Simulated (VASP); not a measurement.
The system is MgS.

```xyz
2
Lattice="0.0000 2.7753 2.7753 2.7753 0.0000 2.7753 2.7753 2.7753 0.0000" Properties=species:S:1:pos:R:3 pbc="T T T"
S     1.3876    1.3876    1.3876
Mg    0.0000    0.0000    0.0000
```

Base run:

* Program: VASP 6.6.1
* Functional: PBEsol
* Potentials or basis: VASP PAW PBE potentials, release 64 (S, Mg)
* Cutoff: 520 eV
* k mesh: 8 × 8 × 8
* Occupations: fermi-dirac, width 0.05 eV
* Spin: no spin polarisation

Its results: band gap on the k mesh 3.59 eV, direct; pressure 3.4 GPa.

Question: After a change of settings the same cell gave: band gap on the k mesh 5.55 eV, indirect (least direct gap 5.58 eV); pressure 3.8 GPa. Which change was it?
A. functional from PBEsol to PBE0; k mesh from 8 × 8 × 8 to 4 × 4 × 4
B. functional from PBEsol to LDA; potentials or basis from VASP PAW PBE potentials, release 64 (S, Mg) to VASP PAW LDA potentials, release 64 (S, Mg)
C. functional from PBEsol to r2SCAN
D. functional from PBEsol to r2SCAN; further incar settings from ALGO = Normal; EDIFF = 1e-06; NBANDS = 11 to ALGO = Normal; EDIFF = 1e-07; NBANDS = 11

Answer: A.

Caveats: some runs use coarse meshes; the PAW data sets were made with another functional, which shifts forces and pressure a little.
